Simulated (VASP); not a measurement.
# BaTlBr3 (Pm-3m) in VASP: a series of runs

BaTlBr3 is run at these levels: PBE; tasks: single point.

All numbers are computed with VASP 6.6.1; they aren't measurements. Logs are shortened: lines on timing, memory, paths and dates and some standing lists are left out, and cuts for length are marked.

**1. The cell of the first run**

Symmetry: Pm-3m, No. 221, cubic system. Conventional cell: a = 6.275 Å, b = 6.275 Å, c = 6.275 Å, α = 90.00°, β = 90.00°, γ = 90.00°. Within 5.8 Å of Tl (site symmetry m-3m) lie 12 Br at 4.44 Å and 8 Ba at 5.43 Å. Within 4.1 Å of Ba (site symmetry m-3m) lie 6 Br at 3.14 Å. Br (site symmetry 4/mmm) has 2 Ba at 3.14 Å within 4.1 Å.

**2. Single point, PBE**

The input, INCAR:

```
  PREC = Accurate
  ENCUT = 520
  EDIFF = 1E-6
  ISMEAR = 0
  SIGMA = 0.01
  LREAL = F
  LASPH = T
  NELM = 80
  ALGO = Normal
  ISIF = 2
  LWAVE = F
  LCHARG = T
  GGA = PE
  LELF = T
  LVHAR = T
  NBANDS = 30
```

The input, KPOINTS:

```
regular mesh
0
Gamma
  4 4 4
```

The input, POSCAR:

```
BaTlBr3
1.0
    6.2753295533      0.0000000000      0.0000000000
    0.0000000000      6.2753295533      0.0000000000
    0.0000000000      0.0000000000      6.2753295533
Tl Ba Br
1 1 3
Direct
    0.0000000000      0.0000000000      0.0000000000
    0.5000000000      0.5000000000      0.5000000000
    0.5000000000      0.5000000000      0.0000000000
    0.5000000000      0.0000000000      0.5000000000
    0.0000000000      0.5000000000      0.5000000000
```

Potentials or basis: VASP PAW PBE potentials, release 64 (Tl_d, Ba_sv, Br).

Started as:

```console
> cat potpaw_PBE.64/Tl_d/POTCAR potpaw_PBE.64/Ba_sv/POTCAR potpaw_PBE.64/Br/POTCAR > POTCAR
> mpirun -np 1 vasp_std > vasp.out
```

OUTCAR:

```text
PREC = Accurate
   ENCUT = 520
   EDIFF = 1E-6
   ISMEAR = 0
   LREAL = F
   LASPH = T
   NELM = 80
   ISIF = 2
   GGA = PE

 ion  position               nearest neighbor table
   1  0.000  0.000  0.000-
   2  0.500  0.500  0.500-   3 3.14   4 3.14   5 3.14   3 3.14   4 3.14   5 3.14
   3  0.500  0.500  0.000-   2 3.14   2 3.14
   4  0.500  0.000  0.500-   2 3.14   2 3.14
   5  0.000  0.500  0.500-   2 3.14   2 3.14

  LATTYP: Found a simple cubic cell.
 ALAT       =     6.2753295533

  Lattice vectors:

 A1 = (   6.2753295533,   0.0000000000,   0.0000000000)
 A2 = (   0.0000000000,   6.2753295533,   0.0000000000)
 A3 = (   0.0000000000,   0.0000000000,   6.2753295533)

Analysis of symmetry for initial positions (statically):
=====================================================================
 Subroutine PRICEL returns:
 Original cell was already a primitive cell.

 Routine SETGRP: Setting up the symmetry group for a
 simple cubic supercell.

 Subroutine GETGRP returns: Found 48 space group operations
 (whereof 48 operations were pure point group operations)
 out of a pool of 48 trial point group operations.

The static configuration has the point symmetry O_h .

Analysis of symmetry for dynamics (positions and initial velocities):
=====================================================================
 Subroutine PRICEL returns:
 Original cell was already a primitive cell.

 Routine SETGRP: Setting up the symmetry group for a
 simple cubic supercell.

 Subroutine GETGRP returns: Found 48 space group operations
 (whereof 48 operations were pure point group operations)
 out of a pool of 48 trial point group operations.

The dynamic configuration has the point symmetry O_h .

 Subroutine INISYM returns: Found 48 space group operations
 (whereof 48 operations are pure point group operations),
 and found     1 'primitive' translations

----------------------------------------------------------------------------------------

                                     Primitive cell

  volume of cell :     247.1210

  direct lattice vectors                    reciprocal lattice vectors
     6.275329553  0.000000000  0.000000000     0.159354181  0.000000000  0.000000000
     0.000000000  6.275329553  0.000000000     0.000000000  0.159354181  0.000000000
     0.000000000  0.000000000  6.275329553     0.000000000  0.000000000  0.159354181

  length of vectors
     6.275329553  6.275329553  6.275329553     0.159354181  0.159354181  0.159354181

  position of ions in fractional coordinates (direct lattice)
     0.000000000  0.000000000  0.000000000
     0.500000000  0.500000000  0.500000000
     0.500000000  0.500000000  0.000000000
     0.500000000  0.000000000  0.500000000
     0.000000000  0.500000000  0.500000000

  ion indices of the primitive-cell ions
   primitive index   ion index
                 1           1
                 2           2
                 3           3
                 4           4
                 5           5

----------------------------------------------------------------------------------------

 KPOINTS: regular mesh

Automatic generation of k-mesh.
 Grid dimensions read from file:
 generate k-points for:    4    4    4

 Generating k-lattice:

  Cartesian coordinates                     Fractional coordinates (reciprocal lattice)
     0.039838545  0.000000000  0.000000000     0.250000000  0.000000000  0.000000000
     0.000000000  0.039838545  0.000000000     0.000000000  0.250000000  0.000000000
     0.000000000  0.000000000  0.039838545     0.000000000  0.000000000  0.250000000

  Length of vectors
     0.039838545  0.039838545  0.039838545

  Shift w.r.t. Gamma in fractional coordinates (k-lattice)
     0.000000000  0.000000000  0.000000000

 Subroutine IBZKPT returns following result:
 ===========================================

 Found     10 irreducible k-points:

 Following reciprocal coordinates:
            Coordinates               Weight
  0.000000  0.000000  0.000000      1.000000
  0.250000  0.000000  0.000000      6.000000
  0.500000  0.000000  0.000000      3.000000
  0.250000  0.250000  0.000000     12.000000
  0.500000  0.250000  0.000000     12.000000
  0.500000  0.500000  0.000000      3.000000
  0.250000  0.250000  0.250000      8.000000
  0.500000  0.250000  0.250000     12.000000
  0.500000  0.500000  0.250000      6.000000
  0.500000  0.500000  0.500000      1.000000
   k-points           NKPTS =     10   k-points in BZ     NKDIM =     10   number of bands    NBANDS=     30
   number of dos      NEDOS =    301   number of ions     NIONS =      5
   total plane-waves  NPLWV = 110592
   dimension x,y,z NGX =    48 NGY =   48 NGZ =   48
   dimension x,y,z NGXF=    96 NGYF=   96 NGZF=   96
   ions per type =               1   1   3
   NGX,Y,Z   is equivalent  to a cutoff of  12.72, 12.72, 12.72 a.u.
   NGXF,Y,Z  is equivalent  to a cutoff of  25.43, 25.43, 25.43 a.u.
 SYSTEM =  unknown system
   PREC   = accura    normal or accurate (medium, high low for compatibility)
   ISTART =      0    job   : 0-new  1-cont  2-samecut
   ICHARG =      2    charge: 1-file 2-atom 10-const
   ISPIN  =      1    spin polarized calculation?
   LNONCOLLINEAR =      F non collinear calculations
   LSORBIT =      F    spin-orbit coupling
   LASPH  =      T    aspherical Exc in radial PAW
   ENCUT  =  520.0 eV  38.22 Ry    6.18 a.u.  11.67 11.67 11.67*2*pi/ulx,y,z
   NELM   =     80;   NELMIN=  2; NELMDL= -5     # of ELM steps
   EDIFF  = 0.1E-05   stopping-criterion for ELM
   LREAL  =      F    real-space projection
   EDIFFG = 0.1E-04   stopping-criterion for IOM
   NSW    =      0    number of steps for IOM
   IBRION =     -1    ionic relax: 0-MD 1-quasi-New 2-CG
   NFREE  =      0    steps in history (QN), initial steepest desc. (CG)
   ISIF   =      2    stress and relaxation
   ISYM   =      2    0-nonsym 1-usesym 2-fastsym
   POTIM  = 0.5000    time-step for ionic-motion
   TEBEG  =    0.0;   TEEND  =   0.0 temperature during run
   PSTRESS=    0.0 pullay stress
   NELECT =      44.0000    total number of electrons
   NUPDOWN=      -1.0000    fix difference up-down
   EMIN   =  10.00;   EMAX   =-10.00  energy-range for DOS
   EFERMI =   0.00;   METHOD = LEGACY
   ISMEAR =     0;   SIGMA  =   0.01  broadening in eV -4-tet -1-fermi 0-gaus
   EFERMI_NEDOS =   21; number of points for ismear=-14 and -15
   IALGO  =     38    algorithm
   IMIX   =      4    mixing-type and parameters
     AMIX     =   0.40;   BMIX     =  1.00
     AMIX_MAG =   1.60;   BMIX_MAG =  1.00
  volume/ion in A,a.u.               =      49.42       333.53
  Fermi-wavevector in a.u.,A,eV,Ry     =   0.920992  1.740422 11.540819  0.848226
  Thomas-Fermi vector in A             =   2.046359
   LORBIT       =      0    0 simple, 1 ext, 2 COOP (PROOUT), +10 PAW based schemes
   GGA     = PE    functional components
   LHFCALC =     F    Hartree Fock is set to
   AEXX    =    0.0000 exact exchange contribution
   IVDW    =     0    specifies the selected vdW correction
   LEPSILON=     F    determine dielectric tensor
   LRPA    =     F    only Hartree local field effects (RPA)
 non-spin polarized calculation
 Gauss-broadening in eV      SIGMA  =   0.01
  energy-cutoff  :      520.00
  volume of cell :      247.12
 maximum number of plane-waves:      6704
 NGX is ok and might be reduce to    48
   NGX = 23   NGY = 23   NGZ = 23

 number of electron      44.0000001 magnetization

 Free energy of the ion-electron system (eV)
  ---------------------------------------------------
  ext. energy  EPLUGINS =         0.00000000
  ---------------------------------------------------
  free energy    TOTEN  =       -16.56104313 eV

  energy without entropy =      -16.56104313  energy(sigma->0) =      -16.56104313

 E-fermi :  -1.3588     XC(G=0):  -6.7753

 val. band max:       -1.4424469589   @ k =   0.5000   0.5000   0.5000
 cond. band min:       1.5188482198   @ k =   0.5000   0.0000   0.0000
 fundamental gap:      2.9612951787
 Fermi energy:        -1.3588310449

 k-point     1 :       0.0000    0.0000    0.0000
  band No.  band energies     occupation
      1     -26.8005      2.00000
      2     -13.9144      2.00000
      3     -13.8428      2.00000
      4     -13.8428      2.00000
      5     -12.1936      2.00000
      6     -12.1936      2.00000
[... 22 lines left out ...]
     29       4.0160      0.00000
     30       4.9203      0.00000

 k-point     2 :       0.2500    0.0000    0.0000
  band No.  band energies     occupation
      1     -26.8000      2.00000
      2     -14.0329      2.00000
      3     -13.8864      2.00000
      4     -13.8423      2.00000
      5     -12.1941      2.00000
      6     -12.1941      2.00000
[... 22 lines left out ...]
     29       4.7551      0.00000
     30       5.0352      0.00000

 k-point     3 :       0.5000    0.0000    0.0000
  band No.  band energies     occupation
      1     -26.7994      2.00000
      2     -14.1609      2.00000
      3     -13.8891      2.00000
      4     -13.8417      2.00000
      5     -12.1951      2.00000
      6     -12.1951      2.00000
[... 22 lines left out ...]
     29       5.1040      0.00000
     30       5.3398      0.00000

 k-point     4 :       0.2500    0.2500    0.0000
  band No.  band energies     occupation
      1     -26.7994      2.00000
      2     -14.0417      2.00000
      3     -14.0184      2.00000
      4     -13.8630      2.00000
      5     -12.1941      2.00000
      6     -12.1940      2.00000
[... 154 lines left out ...]
     29       5.9689      0.00000
     30       6.2064      0.00000

 k-point     9 :       0.5000    0.5000    0.2500
  band No.  band energies     occupation
      1     -26.7978      2.00000
      2     -14.1587      2.00000
      3     -14.1587      2.00000
      4     -14.0273      2.00000
      5     -12.1934      2.00000
      6     -12.1930      2.00000
[... 22 lines left out ...]
     29       5.5820      0.00000
     30       6.4429      0.00000

 k-point    10 :       0.5000    0.5000    0.5000
  band No.  band energies     occupation
      1     -26.7973      2.00000
      2     -14.1582      2.00000
      3     -14.1582      2.00000
      4     -14.1582      2.00000
      5     -12.1930      2.00000
      6     -12.1930      2.00000
[... 22 lines left out ...]
     29       5.6454      0.00000
     30       5.6454      0.00000

------------------------ aborting loop because EDIFF is reached ----------------------------------------

  FORCE on cell =-STRESS in cart. coord.  units (eV):
  Direction    XX          YY          ZZ          XY          YZ          ZX
  --------------------------------------------------------------------------------------
  -------------------------------------------------------------------------------------
  Total        0.3342058      0.3342058      0.3342058     -0.0000000      0.0000000     -0.0000000
  in kB        2.1667808      2.1667808      2.1667808     -0.0000000      0.0000000     -0.0000000
  external PRESSURE =       2.1667808 kB  Pullay stress =       0.0000000 kB

 VOLUME and BASIS-vectors are now :
 -----------------------------------------------------------------------------
  energy-cutoff  :      520.00
  volume of cell :      247.12
      direct lattice vectors                 reciprocal lattice vectors
     6.275329553  0.000000000  0.000000000     0.159354181  0.000000000  0.000000000
     0.000000000  6.275329553  0.000000000     0.000000000  0.159354181  0.000000000
     0.000000000  0.000000000  6.275329553     0.000000000  0.000000000  0.159354181

 POSITION                                       TOTAL-FORCE (eV/Angst)
 -----------------------------------------------------------------------------------
      0.00000      0.00000      0.00000         0.000000      0.000000      0.000000
      3.13766      3.13766      3.13766         0.000000      0.000000      0.000000
      3.13766      3.13766      0.00000         0.000000      0.000000      0.000000
      3.13766      0.00000      3.13766         0.000000      0.000000      0.000000
      0.00000      3.13766      3.13766         0.000000      0.000000      0.000000
 -----------------------------------------------------------------------------------
    total drift:                                0.000000     -0.000000     -0.000000

  FREE ENERGIE OF THE ION-ELECTRON SYSTEM (eV)
  ---------------------------------------------------
  free  energy   TOTEN  =       -16.5610431332 eV

  energy  without entropy=      -16.5610431332  energy(sigma->0) =      -16.56104313
```

It took 32 s on 1 thread of Intel Xeon 6975P-C (Granite Rapids), shared host; peak memory 0.35 GiB.

What came out:

```yaml
Free_energy: -16.5610 eV
Pressure: 0.2 GPa
Band_gap_on_the_k_mesh: 2.96 eV (least direct gap 3.14 eV)
```

Caveat: spin-orbit coupling is left out, which moves the levels of the heavy elements. A k mesh can miss the band edges.

**3. Single point, PBE (50.91 Å³/atom)**

This run uses another cell than the first one, of 50.91 Å³/atom.

The input, INCAR:

```
ALGO = Normal ; EDIFF = 1E-6
ENCUT = 520 ; GGA = PE
ISIF = 2 ; ISMEAR = 0
LASPH = T ; LCHARG = T
LELF = T ; LREAL = F
LVHAR = T ; LWAVE = F
NBANDS = 30 ; NELM = 100
PREC = Accurate ; SIGMA = 0.01
```

The input, KPOINTS:

```
k-points
0
Gamma
  4 4 4
```

Changes to POSCAR since step 2:

```diff
@@ -2,5 +2,5 @@
 1.0
-    6.2753295533      0.0000000000      0.0000000000
-    0.0000000000      6.2753295533      0.0000000000
-    0.0000000000      0.0000000000      6.2753295533
+    6.3374655700      0.0000000000      0.0000000000
+    0.0000000000      6.3374655700      0.0000000000
+    0.0000000000      0.0000000000      6.3374655700
 Tl Ba Br
```

Potentials or basis: VASP PAW PBE potentials, release 64 (Tl_d, Ba_sv, Br).

Started as:

```console
> cat potpaw_PBE.64/Tl_d/POTCAR potpaw_PBE.64/Ba_sv/POTCAR potpaw_PBE.64/Br/POTCAR > POTCAR
> mpirun -np 1 vasp_std > vasp.out
```

Run time: 31 s. Hardware: 1 thread of Intel Xeon 6975P-C (Granite Rapids), shared host; peak memory 0.36 GiB.

Results (log left out):

| Quantity | Value |
| --- | --- |
| Free energy | -16.5613 eV |
| Pressure | -0.2 GPa |
| Band gap on the k mesh | 2.93 eV (least direct gap 3.13 eV) |

Levels at points of the mesh, in eV from the valence-band top:
| k point | band 19 | band 20 | band 21 | band 22 | band 23 | band 24 | band 25 | band 26 |
| --- | --- | --- | --- | --- | --- | --- | --- | --- |
| (0.00, 0.00, 0.00) | -0.32 | -0.17 | -0.17 | -0.17 | 3.86 | 3.86 | 3.86 | 5.07 |
| (0.50, 0.00, 0.00) | -0.45 | -0.38 | -0.20 | -0.20 | 2.93 | 3.63 | 3.63 | 5.15 |
| (0.50, 0.50, 0.00) | -0.53 | -0.53 | -0.37 | 0.00 | 3.40 | 3.40 | 3.43 | 6.04 |
| (0.50, 0.50, 0.50) | -1.12 | 0.00 | 0.00 | 0.00 | 3.76 | 3.76 | 3.76 | 6.87 |

Caveat: spin-orbit coupling is left out, which moves the levels of the heavy elements.
